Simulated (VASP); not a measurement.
Set up this calculation in VASP 6.6.1, as the native input.

| Item | Value |
| --- | --- |
| Task | single point |
| Functional | PBEsol |
| Potentials or basis | VASP PAW PBE potentials, release 64 (Sn_d, Ni) |
| Cutoff | 520 eV |
| k mesh | 10 × 10 × 10 |
| Occupations | gaussian, width 0.1 eV |
| Spin | no spin polarisation |
| Dipole correction | no |
| Further INCAR settings | ALGO = Fast; EDIFF = 1e-06; NBANDS = 34 |

The structure of NiSn3 lies in POSCAR:

```
NiSn3
1.0
    4.4087142738      0.0000000000      0.0000000000
    0.0000000000      4.4087142738      0.0000000000
    0.0000000000      0.0000000000      4.4087142738
Sn Ni
3 1
Direct
    0.0000000000      0.5000000000      0.5000000000
    0.5000000000      0.0000000000      0.5000000000
    0.5000000000      0.5000000000      0.0000000000
    0.0000000000      0.0000000000      0.0000000000
```

The input as run:

INCAR

```
ALGO     = Fast           # electronic algorithm
EDIFF    = 1E-6           # SCF threshold, eV
ENCUT    = 520            # plane-wave cutoff, eV
GGA      = PS             # functional
ISIF     = 2              # what is computed and relaxed
ISMEAR   = 0              # smearing method
LASPH    = True           # aspherical terms in the spheres
LCHARG   = True           # write CHGCAR
LELF     = True           # ELF
LREAL    = False          # projectors in reciprocal space
LVHAR    = True         
LWAVE    = False          # write WAVECAR
NBANDS   = 34             # bands
NELM     = 60             # most SCF steps
PREC     = Accurate       # precision mode
SIGMA    = 0.1            # smearing width, eV
```

KPOINTS

```
k-points
0
Gamma
  10 10 10
```

Potentials or basis: VASP PAW PBE potentials, release 64 (Sn_d, Ni).

Run with:

```sh
$ cat potpaw_PBE.64/Sn_d/POTCAR potpaw_PBE.64/Ni/POTCAR > POTCAR
$ mpirun -np 1 vasp_std > vasp.out
```

It gave:

```
Pressure               : 0.0 GPa
Band gap on the k mesh : zero (bands 26 and 27 overlap by 1.08 eV)
```

Caveat: the PAW data sets were made with another functional, which shifts forces and pressure a little; spin-orbit coupling is left out, which moves the levels of the heavy elements.

Run time: 2.1 min on 1 thread of AMD EPYC 9R45 96-Core Processor (Zen 5), on a shared host, peak memory 0.26 GiB.
